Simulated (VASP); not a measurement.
# In (R-3m) in VASP: single point with PBE

Aim: the single point of In with PBE.

All numbers are computed with VASP 6.6.1; they aren't measurements. Logs are shortened: lines on timing, memory, paths and dates and some standing lists are left out, and cuts for length are marked.

## 1. The cell of the first run

It takes space group R-3m (No. 166, trigonal). The conventional cell has a = 5.361 Å, b = 5.361 Å, c = 3.674 Å, α = 90.00°, β = 90.00°, γ = 120.00°. In (site symmetry -3m) has 14 In at 3.33 to 3.95 Å within 4.4 Å.

## 2. Single point, PBE (strained)

The input, INCAR:

```
SYSTEM = In
PREC = Accurate
ENCUT = 500
EDIFF = 1E-6
ISMEAR = 0
SIGMA = 0.1
LREAL = .FALSE.
LASPH = .TRUE.
NELM = 120
ALGO = Normal
ISIF = 2
LWAVE = .FALSE.
LCHARG = .FALSE.
GGA = PE
NBANDS = 12
GGA_COMPAT = .FALSE.
```

The input, KPOINTS:

```
regular mesh
0
G
  15 15 15
  0 0 0
```

The input, POSCAR:

```
In
1.0
   -2.1212106152      2.1212106152      2.1212106152
    1.9706085960     -1.9706085960      1.8200065768
    1.9706085960      1.8200065768     -1.9706085960
In
1
Direct
    0.0000000000      0.0000000000      0.0000000000
```

Potentials or basis: VASP PAW PBE potentials, release 64 (In_d).

Launch:

```
cat potpaw_PBE.64/In_d/POTCAR > POTCAR
mpirun -np 1 vasp_std > vasp.out
```

OUTCAR:

```text
SYSTEM = In
   PREC = Accurate
   ENCUT = 500
   EDIFF = 1E-6
   ISMEAR = 0
   LREAL = .FALSE.
   LASPH = .TRUE.
   NELM = 120
   ISIF = 2
   GGA = PE

 ion  position               nearest neighbor table
   1  0.000  0.000  0.000-

  LATTYP: Found a trigonal (rhomboedric) cell.
 ALAT       =     3.3285162485
 COS(alpha) =    -0.2969344624

  Lattice vectors:

 A1 = (  -1.9706085960,   1.9706085960,  -1.8200065768)
 A2 = (  -1.9706085960,  -1.8200065768,   1.9706085960)
 A3 = (   1.8200065768,   1.9706085960,   1.9706085960)

Analysis of symmetry for initial positions (statically):
=====================================================================
 Subroutine PRICEL returns:
 Original cell was already a primitive cell.

 Routine SETGRP: Setting up the symmetry group for a
 trigonal (rhombohedral) supercell.

 Subroutine GETGRP returns: Found 12 space group operations
 (whereof 12 operations were pure point group operations)
 out of a pool of 12 trial point group operations.

The static configuration has the point symmetry D_3d.

Analysis of symmetry for dynamics (positions and initial velocities):
=====================================================================
 Subroutine PRICEL returns:
 Original cell was already a primitive cell.

 Routine SETGRP: Setting up the symmetry group for a
 trigonal (rhombohedral) supercell.

 Subroutine GETGRP returns: Found 12 space group operations
 (whereof 12 operations were pure point group operations)
 out of a pool of 12 trial point group operations.

The dynamic configuration has the point symmetry D_3d.

 Subroutine INISYM returns: Found 12 space group operations
 (whereof 12 operations are pure point group operations),
 and found     1 'primitive' translations

----------------------------------------------------------------------------------------

                                     Primitive cell

  volume of cell :      30.4792

  direct lattice vectors                    reciprocal lattice vectors
    -2.121210615  2.121210615  2.121210615     0.018729980  0.245079443  0.245079443
     1.970608596 -1.970608596  1.820006577     0.263809423  0.000000000  0.263809423
     1.970608596  1.820006577 -1.970608596     0.263809423  0.263809423  0.000000000

  length of vectors
     3.674044559  3.328516249  3.328516249     0.347100387  0.373082863  0.373082863

  position of ions in fractional coordinates (direct lattice)
     0.000000000  0.000000000  0.000000000

  ion indices of the primitive-cell ions
   primitive index   ion index
                 1           1

----------------------------------------------------------------------------------------

 KPOINTS: regular mesh

Automatic generation of k-mesh.
 Grid dimensions read from file:
 generate k-points for:   15   15   15

 Generating k-lattice:

  Cartesian coordinates                     Fractional coordinates (reciprocal lattice)
     0.001248665  0.016338630  0.016338630     0.066666667  0.000000000  0.000000000
     0.017587295  0.000000000  0.017587295     0.000000000  0.066666667  0.000000000
     0.017587295  0.017587295  0.000000000     0.000000000  0.000000000  0.066666667

  Length of vectors
     0.023140026  0.024872191  0.024872191

  Shift w.r.t. Gamma in fractional coordinates (k-lattice)
     0.000000000  0.000000000  0.000000000

 Subroutine IBZKPT returns following result:
 ===========================================

 Found    344 irreducible k-points:

 Following reciprocal coordinates:
            Coordinates               Weight
  0.000000  0.000000  0.000000      1.000000
  0.066667  0.000000  0.000000      6.000000
  0.133333  0.000000  0.000000      6.000000
  0.200000  0.000000  0.000000      6.000000
  0.266667  0.000000  0.000000      6.000000
  0.333333  0.000000  0.000000      6.000000
[... 16 lines left out ...]
  0.000000  0.133333  0.000000      6.000000
  0.066667  0.133333  0.000000     12.000000
 [... further k-points ...]
   k-points           NKPTS =    344   k-points in BZ     NKDIM =    344   number of bands    NBANDS=     12
   number of dos      NEDOS =    301   number of ions     NIONS =      1
   total plane-waves  NPLWV =  16128
   dimension x,y,z NGX =    28 NGY =   24 NGZ =   24
   dimension x,y,z NGXF=    56 NGYF=   48 NGZF=   48
   ions per type =               1
   NGX,Y,Z   is equivalent  to a cutoff of  12.67, 11.99, 11.99 a.u.
   NGXF,Y,Z  is equivalent  to a cutoff of  25.34, 23.97, 23.97 a.u.
 SYSTEM =  In
   PREC   = accura    normal or accurate (medium, high low for compatibility)
   ISTART =      0    job   : 0-new  1-cont  2-samecut
   ICHARG =      2    charge: 1-file 2-atom 10-const
   ISPIN  =      1    spin polarized calculation?
   LNONCOLLINEAR =      F non collinear calculations
   LSORBIT =      F    spin-orbit coupling
   LASPH  =      T    aspherical Exc in radial PAW
   ENCUT  =  500.0 eV  36.75 Ry    6.06 a.u.   6.70  6.07  6.07*2*pi/ulx,y,z
   NELM   =    120;   NELMIN=  2; NELMDL= -5     # of ELM steps
   EDIFF  = 0.1E-05   stopping-criterion for ELM
   LREAL  =      F    real-space projection
   EDIFFG = 0.1E-04   stopping-criterion for IOM
   NSW    =      0    number of steps for IOM
   IBRION =     -1    ionic relax: 0-MD 1-quasi-New 2-CG
   NFREE  =      0    steps in history (QN), initial steepest desc. (CG)
   ISIF   =      2    stress and relaxation
   ISYM   =      2    0-nonsym 1-usesym 2-fastsym
   POTIM  = 0.5000    time-step for ionic-motion
   TEBEG  =    0.0;   TEEND  =   0.0 temperature during run
   PSTRESS=    0.0 pullay stress
   NELECT =      13.0000    total number of electrons
   NUPDOWN=      -1.0000    fix difference up-down
   EMIN   =  10.00;   EMAX   =-10.00  energy-range for DOS
   EFERMI =   0.00;   METHOD = LEGACY
   ISMEAR =     0;   SIGMA  =   0.10  broadening in eV -4-tet -1-fermi 0-gaus
   EFERMI_NEDOS =   21; number of points for ismear=-14 and -15
   IALGO  =     38    algorithm
   IMIX   =      4    mixing-type and parameters
     AMIX     =   0.40;   BMIX     =  1.00
     AMIX_MAG =   1.60;   BMIX_MAG =  1.00
  volume/ion in A,a.u.               =      30.48       205.68
  Fermi-wavevector in a.u.,A,eV,Ry     =   1.232314  2.328737 20.661794  1.518599
  Thomas-Fermi vector in A             =   2.367089
   LORBIT       =      0    0 simple, 1 ext, 2 COOP (PROOUT), +10 PAW based schemes
   GGA     = PE    functional components
   LHFCALC =     F    Hartree Fock is set to
   AEXX    =    0.0000 exact exchange contribution
   IVDW    =     0    specifies the selected vdW correction
   LEPSILON=     F    determine dielectric tensor
   LRPA    =     F    only Hartree local field effects (RPA)
 non-spin polarized calculation
 Gauss-broadening in eV      SIGMA  =   0.10
  energy-cutoff  :      500.00
  volume of cell :       30.48
 maximum number of plane-waves:       787
   NGX = 13   NGY = 13   NGZ = 13

 number of electron      13.0000008 magnetization

 Free energy of the ion-electron system (eV)
  ---------------------------------------------------
  ext. energy  EPLUGINS =         0.00000000
  ---------------------------------------------------
  free energy    TOTEN  =        -2.52116582 eV

  energy without entropy =       -2.51833819  energy(sigma->0) =       -2.51975200

 E-fermi :   5.9092     XC(G=0):  -9.5418

 val. band max:        5.9051493670   @ k =  -0.1333   0.3333   0.3333
 cond. band min:       5.9359217527   @ k =   0.4667   0.2000   0.0667
 fundamental gap:      0.0307723857
 Fermi energy:         5.9092022547

 k-point     1 :       0.0000    0.0000    0.0000
  band No.  band energies     occupation
      1      -8.6939      2.00000
      2      -8.6939      2.00000
      3      -8.5633      2.00000
      4      -8.4395      2.00000
      5      -8.4395      2.00000
      6      -2.6580      2.00000
      7      14.2880      0.00000
      8      15.4230      0.00000
      9      15.4230      0.00000
     10      18.5625      0.00000
     11      18.5625      0.00000
     12      18.8402      0.00000

 k-point     2 :       0.0667    0.0000    0.0000
  band No.  band energies     occupation
      1      -8.6958      2.00000
      2      -8.6857      2.00000
      3      -8.5590      2.00000
      4      -8.4413      2.00000
      5      -8.4399      2.00000
      6      -2.5734      2.00000
      7      13.6075      0.00000
      8      14.7739      0.00000
      9      15.2236      0.00000
     10      18.2109      0.00000
     11      18.3262      0.00000
     12      19.1803      0.00000

 k-point     3 :       0.1333    0.0000    0.0000
  band No.  band energies     occupation
      1      -8.7012      2.00000
      2      -8.6658      2.00000
      3      -8.5447      2.00000
      4      -8.4458      2.00000
      5      -8.4411      2.00000
      6      -2.3188      2.00000
      7      11.8499      0.00000
      8      14.0625      0.00000
      9      14.7692      0.00000
     10      17.5239      0.00000
     11      17.7210      0.00000
     12      19.2767      0.00000
[... 286 lines left out ...]
 k-point    23 :       0.0000    0.1333    0.0000
  band No.  band energies     occupation
      1      -8.6833      2.00000
      2      -8.6329      2.00000
      3      -8.5688      2.00000
      4      -8.4604      2.00000
      5      -8.4444      2.00000
      6      -2.2639      2.00000
      7      13.1810      0.00000
      8      13.4086      0.00000
      9      15.0820      0.00000
     10      16.0034      0.00000
     11      17.8500      0.00000
     12      18.1214      0.00000

 k-point    24 :       0.0667    0.1333    0.0000
  band No.  band energies     occupation
      1      -8.6840      2.00000
      2      -8.6110      2.00000
      3      -8.5551      2.00000
      4      -8.4683      2.00000
      5      -8.4468      2.00000
      6      -1.9801      2.00000
      7      11.5607      0.00000
      8      12.9784      0.00000
      9      14.7648      0.00000
     10      16.0574      0.00000
     11      17.4265      0.00000
     12      18.1621      0.00000

 [... further k-points ...]
[... 5 lines left out ...]
  --------------------------------------------------------------------------------------
  -------------------------------------------------------------------------------------
  Total       -0.4285571     -0.4285571     -0.4285571      0.0505895     -0.0505895      0.0505895
  in kB      -22.5276579    -22.5276579    -22.5276579      2.6593010     -2.6593010      2.6593010
  external PRESSURE =     -22.5276579 kB  Pullay stress =       0.0000000 kB

 VOLUME and BASIS-vectors are now :
 -----------------------------------------------------------------------------
  energy-cutoff  :      500.00
  volume of cell :       30.48
      direct lattice vectors                 reciprocal lattice vectors
    -2.121210615  2.121210615  2.121210615     0.018729980  0.245079443  0.245079443
     1.970608596 -1.970608596  1.820006577     0.263809423  0.000000000  0.263809423
     1.970608596  1.820006577 -1.970608596     0.263809423  0.263809423  0.000000000

 POSITION                                       TOTAL-FORCE (eV/Angst)
 -----------------------------------------------------------------------------------
      0.00000      0.00000      0.00000         0.000000     -0.000000      0.000000
 -----------------------------------------------------------------------------------
    total drift:                                0.000000      0.000000      0.000000

  FREE ENERGIE OF THE ION-ELECTRON SYSTEM (eV)
  ---------------------------------------------------
  free  energy   TOTEN  =        -2.5211658159 eV

  energy  without entropy=       -2.5183381859  energy(sigma->0) =       -2.51975200
```

Run time: 83 s. Hardware: 1 thread of AMD EPYC 7R13, shared host; peak memory 0.2 GiB.

What came out:

```yaml
Free_energy: -2.5212 eV
Pressure: -2.3 GPa
```

Levels at points of the mesh, in eV from the Fermi level:
```
           k point  band 3  band 4  band 5  band 6  band 7  band 8  band 9  band 10
(0.00, 0.00, 0.00)  -14.47  -14.35  -14.35   -8.57    8.38    9.51    9.51    12.65
```

Caveat: the cell differs from its parent crystal (strained); spin-orbit coupling is left out, which moves the levels of the heavy elements.
